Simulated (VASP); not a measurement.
Input of a VASP 6.6.1 run:

The input INCAR:

```
SYSTEM = C
PREC = Accurate
ENCUT = 520
EDIFF = 1E-6
ISMEAR = 0
SIGMA = 0.1
LREAL = .False.
LASPH = .True.
NELM = 100
ALGO = Normal
ISIF = 2
LWAVE = .False.
LCHARG = .False.
GGA = PE
IVDW = 12
NBANDS = 16
```

KPOINTS

```
Automatic mesh
0
Gamma
  18 18 2
  0 0 0
```

Contents of POSCAR:

```
C
1.0
    2.4649588339      0.0000000000      0.0000000000
   -1.2324794169      2.1347169694      0.0000000000
    0.0000000000      0.0000000000     23.2104430522
C
4
Direct
    0.0000000000      0.0000000000      0.5733755752
    0.0000000000      0.0000000000      0.4266244248
    0.3333333333      0.6666666667      0.4266041225
    0.6666666667      0.3333333333      0.5733958775
```

Potentials or basis: VASP PAW PBE potentials, release 64 (C).

Run with:

```console
$ cat potpaw_PBE.64/C/POTCAR > POTCAR
$ mpirun -np 1 vasp_std > vasp.out
```

(1) Estimate the band gap on the k mesh.

(2) Predict the dispersion energy per atom.

Answers

(1) zero (filled and empty bands touch).

(2) -0.118 eV.
